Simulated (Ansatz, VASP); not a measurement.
## MgCd2Se3 in VASP and in Ansatz

Contents of INCAR:

```
ALGO = Normal ; EDIFF = 1E-6
ENCUT = 520 ; GGA = PE
ISIF = 2 ; ISMEAR = 0
LASPH = True ; LCHARG = False
LREAL = False ; LWAVE = False
NBANDS = 31 ; NELM = 60
PREC = Accurate ; SIGMA = 0.1
```

KPOINTS

```
k-points
0
Gamma
  6 6 2
```

File POSCAR:

```
MgCd2Se3
1.0
    4.0124112600      0.0000000000      0.0000000000
   -2.0062056300      3.4748500800      0.0000000000
    0.0000000000      0.0000000000      9.8214522500
Mg Cd Se
1 2 3
Direct
    0.0000000000      0.0000000000      0.0000000000
    0.3333333300      0.6666666700      0.6559943000
    0.6666666700      0.3333333300      0.3440057000
    0.3333333300      0.6666666700      0.1659022100
    0.6666666700      0.3333333300      0.8340977900
    0.0000000000      0.0000000000      0.5000000000
```

Input for Ansatz:

```yaml
crystal:
  lattice:
    - [4.01241126, 0.0, 0.0]
    - [-2.00620563, 3.47485008, 0.0]
    - [0.0, 0.0, 9.82145225]
  atoms:
    - { symbol: Mg, position: [0.0, 0.0, 0.0] }
    - { symbol: Cd, position: [0.33333333, 0.66666667, 0.6559943] }
    - { symbol: Cd, position: [0.66666667, 0.33333333, 0.3440057] }
    - { symbol: Se, position: [0.33333333, 0.66666667, 0.16590221] }
    - { symbol: Se, position: [0.66666667, 0.33333333, 0.83409779] }
    - { symbol: Se, position: [0.0, 0.0, 0.5] }
basis:
  ecutwfc: 420
kpoints:
  mp_grid: { grid: [6, 6, 2] }
hamiltonian:
  xc: pbe
scf:
  occupations: { method: gaussian, width: 0.1 }
  lower_state_search: "off"
output:
  forces: true
  stress: true
  eigenvalues: true
```

Change from the starting cell: species swapped into the CaSm2S3 type (P-3m1, No. 164).

Alike in both runs: task single point; functional PBE; k mesh 6 × 6 × 2; occupations gaussian, width 0.1 eV; no spin polarisation.

|  | VASP | Ansatz |
| --- | --- | --- |
| version | VASP 6.6.1 | Ansatz 0.2.0 |
| potentials or method | VASP PAW PBE potentials, release 64 (Mg, Cd, Se), cutoff 520 eV | scalar-relativistic, plane waves, PAW |
| valence electrons in the cell | 44 | 98 |

VASP gave:

- gap on the k mesh at the Fermi level (eV): 0.09
- least direct gap on the mesh (eV): 0.67
- pressure (GPa): 0.5
- traceless stress, the component that is largest in VASP (GPa): -0.23
- rms of the force components (eV/Å): 0.293

Problem. Which values does Ansatz return?

Solution. gap on the k mesh at the Fermi level (eV): 0.10; least direct gap on the mesh (eV): 0.68; pressure (GPa): 0.3; traceless stress, the component that is largest in VASP (GPa): -0.23; rms of the force components (eV/Å): 0.287.

Atom by atom the forces differ by 0.013 eV/Å (rms over components). VASP's potentials hold 44 valence electrons a cell and Ansatz's 98, so a difference there can come from the potentials and not from the codes.
